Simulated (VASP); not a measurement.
# Tl3S (I4/mmm) in VASP: further runs

Aim: see how the results for Tl3S move with the level of theory and the settings. Levels: PBE+D3(BJ), PBE+D4. Tasks: single point.

Everything below comes from runs of VASP 6.6.1. Logs are shortened: lines on timing, memory, paths and dates and some standing lists are left out, and cuts for length are marked.

**1. The cell of the first run**

The structure is tetragonal, space group I4/mmm (No. 139). Conventional cell: a = 4.618 Å, b = 4.618 Å, c = 10.112 Å, α = 90.00°, β = 90.00°, γ = 90.00°. Within 4.3 Å of Tl (site symmetry 4/mmm) lie 4 S at 3.27 Å and 8 Tl at 3.42 Å. Within 4.3 Å of Tl (site symmetry -4m2) lie 8 Tl at 3.27 to 3.42 Å and 4 S at 3.42 Å. Within 4.3 Å of S (site symmetry 4/mmm) lie 12 Tl at 3.27 to 3.42 Å.

**2. Single point, PBE+D3(BJ)**

INCAR reads:

```
SYSTEM = Tl3S
PREC     = Accurate       ! precision mode
ENCUT    = 520            ! plane-wave cutoff, eV
EDIFF    = 1E-6           ! SCF threshold, eV
ISMEAR   = -1             ! smearing method
SIGMA    = 0.05           ! smearing width, eV
LREAL    = .False.        ! projectors in reciprocal space
LASPH    = .True.         ! aspherical terms in the spheres
NELM     = 100            ! most SCF steps
ALGO     = Fast           ! electronic algorithm
ISIF     = 2              ! what is computed and relaxed
LWAVE    = .False.        ! write WAVECAR
LCHARG   = .True.         ! write CHGCAR
GGA      = PE             ! functional
IVDW     = 12             ! dispersion correction
LELF     = .True.         ! ELF
LVHAR    = .True.       
NBANDS   = 30             ! bands
```

KPOINTS reads:

```
regular mesh
0
Gamma
  8 8 8
  0 0 0
```

POSCAR reads:

```
Tl3S
1.0
   -2.3089216555      2.3089216555      5.0559160500
    2.3089216555     -2.3089216555      5.0559160500
    2.3089216555      2.3089216555     -5.0559160500
Tl S
3 1
Direct
    0.5000000000      0.5000000000      0.0000000000
    0.2500000000      0.7500000000      0.5000000000
    0.7500000000      0.2500000000      0.5000000000
    0.0000000000      0.0000000000      0.0000000000
```

Potentials or basis: VASP PAW PBE potentials, release 64 (Tl_d, S).

Command:

```
> cat potpaw_PBE.64/Tl_d/POTCAR potpaw_PBE.64/S/POTCAR > POTCAR
> mpirun -np 1 vasp_std > vasp.out
```

OUTCAR:

```text
SYSTEM = Tl3S
   PREC = Accurate
   ENCUT = 520
   EDIFF = 1E-6
   ISMEAR = -1
   LREAL = .False.
   LASPH = .True.
   NELM = 100
   ISIF = 2
   GGA = PE
   IVDW = 12
 IVDW          = 12

 ion  position               nearest neighbor table
   1  0.500  0.500  0.000-   4 3.27   4 3.27   4 3.27   4 3.27   3 3.42   2 3.42   3 3.42   3 3.42
                             2 3.42   2 3.42   3 3.42   2 3.42
   2  0.250  0.750  0.500-   3 3.27   3 3.27   3 3.27   3 3.27   4 3.42   1 3.42   4 3.42   1 3.42
                             4 3.42   4 3.42   1 3.42   1 3.42
   3  0.750  0.250  0.500-   2 3.27   2 3.27   2 3.27   2 3.27   4 3.42   1 3.42   4 3.42   4 3.42
                             1 3.42   1 3.42   4 3.42   1 3.42
   4  0.000  0.000  0.000-   1 3.27   1 3.27   1 3.27   1 3.27   3 3.42   2 3.42   3 3.42   2 3.42
                             3 3.42   3 3.42   2 3.42   2 3.42

  LATTYP: Found a body centered tetragonal cell.
 ALAT       =     4.6178433110
 C/A-ratio  =     2.1897304475

  Lattice vectors:

 A1 = (  -2.3089216555,   2.3089216555,   5.0559160500)
 A2 = (   2.3089216555,  -2.3089216555,   5.0559160500)
 A3 = (   2.3089216555,   2.3089216555,  -5.0559160500)

Analysis of symmetry for initial positions (statically):
=====================================================================
 Subroutine PRICEL returns:
 Original cell was already a primitive cell.

 Routine SETGRP: Setting up the symmetry group for a
 body centered tetragonal supercell.

 Subroutine GETGRP returns: Found 16 space group operations
 (whereof 16 operations were pure point group operations)
 out of a pool of 16 trial point group operations.

The static configuration has the point symmetry D_4h.

Analysis of symmetry for dynamics (positions and initial velocities):
=====================================================================
 Subroutine PRICEL returns:
 Original cell was already a primitive cell.

 Routine SETGRP: Setting up the symmetry group for a
 body centered tetragonal supercell.

 Subroutine GETGRP returns: Found 16 space group operations
 (whereof 16 operations were pure point group operations)
 out of a pool of 16 trial point group operations.

The dynamic configuration has the point symmetry D_4h.

 Subroutine INISYM returns: Found 16 space group operations
 (whereof 16 operations are pure point group operations),
 and found     1 'primitive' translations

----------------------------------------------------------------------------------------

                                     Primitive cell

  volume of cell :     107.8148

  direct lattice vectors                    reciprocal lattice vectors
    -2.308921655  2.308921655  5.055916050     0.000000000  0.216551306  0.098894047
     2.308921655 -2.308921655  5.055916050     0.216551306  0.000000000  0.098894047
     2.308921655  2.308921655 -5.055916050     0.216551306  0.216551306  0.000000000

  length of vectors
     6.018681378  6.018681378  6.018681378     0.238064068  0.238064068  0.306249794

  position of ions in fractional coordinates (direct lattice)
     0.500000000  0.500000000  0.000000000
     0.250000000  0.750000000  0.500000000
     0.750000000  0.250000000  0.500000000
     0.000000000  0.000000000  0.000000000

  ion indices of the primitive-cell ions
   primitive index   ion index
                 1           1
                 2           2
                 3           3
                 4           4

----------------------------------------------------------------------------------------

 KPOINTS: regular mesh

Automatic generation of k-mesh.
 Grid dimensions read from file:
 generate k-points for:    8    8    8

 Generating k-lattice:

  Cartesian coordinates                     Fractional coordinates (reciprocal lattice)
     0.000000000  0.027068913  0.012361756     0.125000000  0.000000000 -0.000000000
     0.027068913  0.000000000  0.012361756     0.000000000  0.125000000 -0.000000000
     0.027068913  0.027068913  0.000000000     0.000000000  0.000000000  0.125000000

  Length of vectors
     0.029758009  0.029758009  0.038281224

  Shift w.r.t. Gamma in fractional coordinates (k-lattice)
     0.000000000  0.000000000  0.000000000

 Subroutine IBZKPT returns following result:
 ===========================================

 Found     59 irreducible k-points:

 Following reciprocal coordinates:
            Coordinates               Weight
  0.000000  0.000000  0.000000      1.000000
  0.125000  0.000000  0.000000      8.000000
  0.250000  0.000000  0.000000      8.000000
  0.375000  0.000000  0.000000      8.000000
  0.500000  0.000000  0.000000      4.000000
  0.125000  0.125000  0.000000      8.000000
[... 16 lines left out ...]
  0.250000  0.125000  0.125000     16.000000
  0.375000  0.125000  0.125000      8.000000
 [... further k-points ...]
   k-points           NKPTS =     59   k-points in BZ     NKDIM =     59   number of bands    NBANDS=     30
   number of dos      NEDOS =    301   number of ions     NIONS =      4
   total plane-waves  NPLWV = 110592
   dimension x,y,z NGX =    48 NGY =   48 NGZ =   48
   dimension x,y,z NGXF=    96 NGYF=   96 NGZF=   96
   ions per type =               3   1
   NGX,Y,Z   is equivalent  to a cutoff of  13.26, 13.26, 13.26 a.u.
   NGXF,Y,Z  is equivalent  to a cutoff of  26.52, 26.52, 26.52 a.u.
 SYSTEM =  Tl3S
   PREC   = accura    normal or accurate (medium, high low for compatibility)
   ISTART =      0    job   : 0-new  1-cont  2-samecut
   ICHARG =      2    charge: 1-file 2-atom 10-const
   ISPIN  =      1    spin polarized calculation?
   LNONCOLLINEAR =      F non collinear calculations
   LSORBIT =      F    spin-orbit coupling
   LASPH  =      T    aspherical Exc in radial PAW
   ENCUT  =  520.0 eV  38.22 Ry    6.18 a.u.  11.19 11.19 11.19*2*pi/ulx,y,z
   NELM   =    100;   NELMIN=  2; NELMDL= -5     # of ELM steps
   EDIFF  = 0.1E-05   stopping-criterion for ELM
   LREAL  =      F    real-space projection
   EDIFFG = 0.1E-04   stopping-criterion for IOM
   NSW    =      0    number of steps for IOM
   IBRION =     -1    ionic relax: 0-MD 1-quasi-New 2-CG
   NFREE  =      0    steps in history (QN), initial steepest desc. (CG)
   ISIF   =      2    stress and relaxation
   ISYM   =      2    0-nonsym 1-usesym 2-fastsym
   POTIM  = 0.5000    time-step for ionic-motion
   TEBEG  =    0.0;   TEEND  =   0.0 temperature during run
   PSTRESS=    0.0 pullay stress
   NELECT =      45.0000    total number of electrons
   NUPDOWN=      -1.0000    fix difference up-down
   EMIN   =  10.00;   EMAX   =-10.00  energy-range for DOS
   EFERMI =   0.00;   METHOD = LEGACY
   ISMEAR =    -1;   SIGMA  =   0.05  broadening in eV -4-tet -1-fermi 0-gaus
   EFERMI_NEDOS =   21; number of points for ismear=-14 and -15
   IALGO  =     68    algorithm
   IMIX   =      4    mixing-type and parameters
     AMIX     =   0.40;   BMIX     =  1.00
     AMIX_MAG =   1.60;   BMIX_MAG =  1.00
  volume/ion in A,a.u.               =      26.95       181.89
  Fermi-wavevector in a.u.,A,eV,Ry     =   1.223450  2.311985 20.365610  1.496830
  Thomas-Fermi vector in A             =   2.358561
   LORBIT       =      0    0 simple, 1 ext, 2 COOP (PROOUT), +10 PAW based schemes
   GGA     = PE    functional components
   LHFCALC =     F    Hartree Fock is set to
   AEXX    =    0.0000 exact exchange contribution
   IVDW    =    12    specifies the selected vdW correction
   LEPSILON=     F    determine dielectric tensor
   LRPA    =     F    only Hartree local field effects (RPA)
 non-spin polarized calculation
 RMM-DIIS sequential band-by-band and
  energy-cutoff  :      520.00
  volume of cell :      107.81
 maximum number of plane-waves:      2923
 NGX is ok and might be reduce to    48
   NGX = 23   NGY = 23   NGZ = 23

 number of electron      45.0000001 magnetization

 Free energy of the ion-electron system (eV)
  ---------------------------------------------------
  ext. energy  EPLUGINS =         0.00000000
  ---------------------------------------------------
  free energy    TOTEN  =       -11.18301822 eV

  energy without entropy =      -11.17400334  energy(sigma->0) =      -11.17851078

 E-fermi :   5.9337     XC(G=0): -10.0041

 val. band max:        5.8986104186   @ k =  -0.3750  -0.3750   0.1250
 cond. band min:       5.9495187474   @ k =   0.1250   0.0000   0.0000
 fundamental gap:      0.0509083288
 Fermi energy:         5.9337394421

 k-point     1 :       0.0000    0.0000    0.0000
  band No.  band energies     occupation
      1      -6.2931      2.00000
      2      -6.1261      2.00000
      3      -5.9056      2.00000
      4      -5.8353      2.00000
      5      -5.6794      2.00000
      6      -5.6794      2.00000
[... 22 lines left out ...]
     29      12.9139      0.00000
     30      13.8964      0.00000

 k-point     2 :       0.1250    0.0000    0.0000
  band No.  band energies     occupation
      1      -6.2520      2.00000
      2      -6.0916      2.00000
      3      -5.8796      2.00000
      4      -5.8037      2.00000
      5      -5.6949      2.00000
      6      -5.6857      2.00000
[... 22 lines left out ...]
     29      12.7103      0.00000
     30      13.9291      0.00000

 k-point     3 :       0.2500    0.0000    0.0000
  band No.  band energies     occupation
      1      -6.1624      2.00000
      2      -5.9913      2.00000
      3      -5.8041      2.00000
      4      -5.7353      2.00000
      5      -5.7214      2.00000
      6      -5.6518      2.00000
[... 22 lines left out ...]
     29      12.3452      0.00000
     30      12.9143      0.00000

 k-point     4 :       0.3750    0.0000    0.0000
  band No.  band energies     occupation
      1      -6.0708      2.00000
      2      -5.8383      2.00000
      3      -5.7377      2.00000
      4      -5.7297      2.00000
      5      -5.6710      2.00000
      6      -5.6323      2.00000
[... 616 lines left out ...]
     29      12.6646      0.00000
     30      12.6725      0.00000

 k-point    23 :       0.2500    0.1250    0.1250
  band No.  band energies     occupation
      1      -6.1922      2.00000
      2      -5.9227      2.00000
      3      -5.7464      2.00000
      4      -5.6935      2.00000
      5      -5.6636      2.00000
      6      -5.6261      2.00000
[... 22 lines left out ...]
     29      12.5166      0.00000
     30      12.6870      0.00000

 k-point    24 :       0.3750    0.1250    0.1250
  band No.  band energies     occupation
      1      -6.1914      2.00000
      2      -5.8254      2.00000
      3      -5.8223      2.00000
      4      -5.7798      2.00000
      5      -5.6243      2.00000
      6      -5.6118      2.00000
[... 22 lines left out ...]
     29      12.5235      0.00000
     30      13.3283      0.00000

 [... further k-points ...]

------------------------ aborting loop because EDIFF is reached ----------------------------------------

 Edisp (eV)   -1.32643

 E8    (eV) :    -0.6534

  FORCE on cell =-STRESS in cart. coord.  units (eV):
  Direction    XX          YY          ZZ          XY          YZ          ZX
  --------------------------------------------------------------------------------------
  -------------------------------------------------------------------------------------
  Total      -0.01387    -0.01387    -0.03255     0.00000     0.00000     0.00000
  in kB      -0.20616    -0.20616    -0.48372     0.00000     0.00000     0.00000
  external pressure =       -0.30 kB  Pullay stress =        0.00 kB

 VOLUME and BASIS-vectors are now :
 -----------------------------------------------------------------------------
  energy-cutoff  :      520.00
  volume of cell :      107.81
      direct lattice vectors                 reciprocal lattice vectors
    -2.308921655  2.308921655  5.055916050     0.000000000  0.216551306  0.098894047
     2.308921655 -2.308921655  5.055916050     0.216551306  0.000000000  0.098894047
     2.308921655  2.308921655 -5.055916050     0.216551306  0.216551306  0.000000000

 POSITION                                       TOTAL-FORCE (eV/Angst)
 -----------------------------------------------------------------------------------
      0.00000      0.00000      5.05592        -0.000000     -0.000000     -0.000000
      2.30892      0.00000      2.52796         0.000000      0.000000      0.000000
      0.00000      2.30892      2.52796         0.000000      0.000000      0.000000
      0.00000      0.00000      0.00000        -0.000000     -0.000000     -0.000000
 -----------------------------------------------------------------------------------
    total drift:                                0.000000     -0.000000      0.000000

  FREE ENERGIE OF THE ION-ELECTRON SYSTEM (eV)
  ---------------------------------------------------
  free  energy   TOTEN  =       -12.5094451033 eV

  energy  without entropy=      -12.5004302212  energy(sigma->0) =      -12.50493766
```

Wall time 4.3 min (1 thread of Oxide Virtual Turin-like, shared host); peak memory 0.38 GiB.

Results:

```
Free energy                : -12.5094 eV
Pressure                   : 0.0 GPa
Band gap on the k mesh     : zero (an odd number of electrons rules out a gap without spin polarisation)
Dispersion energy per atom : -0.332 eV
```

Caveat: spin-orbit coupling is left out, which moves the levels of the heavy elements.

**3. Single point, PBE+D4**

INCAR reads:

```
SYSTEM = Tl3S
  PREC = Accurate
  ENCUT = 520
  EDIFF = 1E-6
  ISMEAR = -1
  SIGMA = 0.05
  LREAL = .FALSE.
  LASPH = .TRUE.
  NELM = 60
  ALGO = Fast
  ISIF = 2
  LWAVE = .FALSE.
  LCHARG = .FALSE.
  GGA = PE
  IVDW = 13
  NBANDS = 30
```

KPOINTS reads:

```
Automatic mesh
0
G
  8 8 8
  0 0 0
```

POSCAR reads:

```
Tl3S
1.0
   -2.3093326806      2.3093326806      5.0547775999
    2.3093326806     -2.3093326806      5.0547775999
    2.3093326806      2.3093326806     -5.0547775999
Tl S
3 1
Direct
    0.5000000000      0.5000000000      0.0000000000
    0.2500000000      0.7500000000      0.5000000000
    0.7500000000      0.2500000000      0.5000000000
    0.0000000000      0.0000000000      0.0000000000
```

Potentials or basis: VASP PAW PBE potentials, release 64 (Tl_d, S).

Command:

```
> cat potpaw_PBE.64/Tl_d/POTCAR potpaw_PBE.64/S/POTCAR > POTCAR
> mpirun -np 1 vasp_std > vasp.out
```

It took 4.3 min on 1 thread of Oxide Virtual Turin-like, shared host; peak memory 0.37 GiB.

It converged, with:

```
Free energy                : -12.6496 eV
Pressure                   : 0.0 GPa
Band gap on the k mesh     : zero (an odd number of electrons rules out a gap without spin polarisation)
Dispersion energy per atom : -0.367 eV
```

Levels at points of the mesh, in eV from the Fermi level:
| k point | band 18 | band 19 | band 20 | band 21 | band 22 | band 23 | band 24 | band 25 | band 26 | band 27 |
| --- | --- | --- | --- | --- | --- | --- | --- | --- | --- | --- |
| (0.00, 0.00, 0.00) | -3.73 | -3.21 | -2.77 | -2.03 | -2.03 | 0.40 | 0.40 | 0.71 | 2.65 | 4.10 |
| (0.50, 0.00, 0.00) | -6.40 | -4.77 | -1.61 | -1.43 | -0.56 | -0.29 | 1.43 | 2.82 | 3.53 | 3.89 |
| (0.50, 0.50, 0.00) | -5.79 | -5.27 | -3.72 | -3.46 | -1.46 | -0.33 | -0.23 | 2.21 | 3.18 | 5.40 |
| (0.50, 0.50, 0.50) | -5.71 | -2.91 | -2.70 | -2.70 | -0.70 | 1.33 | 1.33 | 3.59 | 4.62 | 4.80 |

Caveat: spin-orbit coupling is left out, which moves the levels of the heavy elements.

**4. Single point, PBE+D3(BJ)**

This run uses another cell than the first one, of 27.11 Å³/atom.

INCAR reads:

```
PREC     = Accurate       # precision mode
ENCUT    = 520            # plane-wave cutoff, eV
EDIFF    = 1E-6           # SCF threshold, eV
ISMEAR   = -1             # smearing method
SIGMA    = 0.05           # smearing width, eV
LREAL    = F              # projectors in reciprocal space
LASPH    = T              # aspherical terms in the spheres
NELM     = 100            # most SCF steps
ALGO     = Fast           # electronic algorithm
ISIF     = 2              # what is computed and relaxed
LWAVE    = F              # write WAVECAR
LCHARG   = F              # write CHGCAR
GGA      = PE             # functional
IVDW     = 12             # dispersion correction
NBANDS   = 30             # bands
```

KPOINTS reads:

```
regular mesh
0
Gamma
  8 8 8
```

POSCAR reads:

```
Tl3S
1.0
   -2.3135343448      2.3135343448      5.0654257220
    2.3135343448     -2.3135343448      5.0654257220
    2.3135343448      2.3135343448     -5.0654257220
Tl S
3 1
Direct
    0.5000000000      0.5000000000      0.0000000000
    0.2500000000      0.7500000000      0.5000000000
    0.7500000000      0.2500000000      0.5000000000
    0.0000000000      0.0000000000      0.0000000000
```

Command:

```
> cat potpaw_PBE.64/Tl_d/POTCAR potpaw_PBE.64/S/POTCAR > POTCAR
> mpirun -np 1 vasp_std > vasp.out
```

Wall time 3.9 min (1 thread of Oxide Virtual Turin-like, shared host); peak memory 0.38 GiB.

Results (log left out):

```
Free energy                : -12.5092 eV
Pressure                   : -0.2 GPa
Band gap on the k mesh     : zero (an odd number of electrons rules out a gap without spin polarisation)
Dispersion energy per atom : -0.330 eV
```

Levels at points of the mesh, in eV from the Fermi level:
```
           k point  band 18  band 19  band 20  band 21  band 22  band 23  band 24  band 25  band 26  band 27
(0.00, 0.00, 0.00)    -3.74    -3.18    -2.79    -2.01    -2.01     0.41     0.41     0.71     2.66     4.09
(0.50, 0.00, 0.00)    -6.38    -4.76    -1.60    -1.43    -0.56    -0.28     1.44     2.80     3.51     3.88
(0.50, 0.50, 0.00)    -5.77    -5.27    -3.69    -3.44    -1.46    -0.32    -0.24     2.21     3.17     5.37
(0.50, 0.50, 0.50)    -5.71    -2.93    -2.68    -2.68    -0.70     1.33     1.33     3.57     4.59     4.78
```

Caveat: three body term missing; spin-orbit coupling is left out, which moves the levels of the heavy elements.

**5. The runs side by side**

| level | cell | gap on the mesh (eV) | pressure (GPa) |
| --- | --- | --- | --- |
| PBE+D3(BJ) | a = 6.019 Å, angles 134.9, 134.9, 65.7°, 4 atoms | none | 0.0 |
| PBE+D4 | a = 6.018 Å, angles 134.9, 134.9, 65.7°, 4 atoms | none | 0.0 |
| PBE+D3(BJ) | a = 6.030 Å, angles 134.9, 134.9, 65.7°, 4 atoms | none | -0.2 |

Alike in all rows: task single point; potentials or basis VASP PAW PBE potentials, release 64 (Tl_d, S); no spin polarisation; k mesh 8 × 8 × 8; cutoff (eV) 520; smearing fermi-dirac 0.05 eV.

Caveats: spin-orbit coupling is left out, which moves the levels of the heavy elements; three body term missing (at least some runs).

Total energies depend on the potentials used, so only differences within one code and one set of settings carry meaning.

The gap in the log of VASP goes by the Fermi energy; the results here count the filled bands.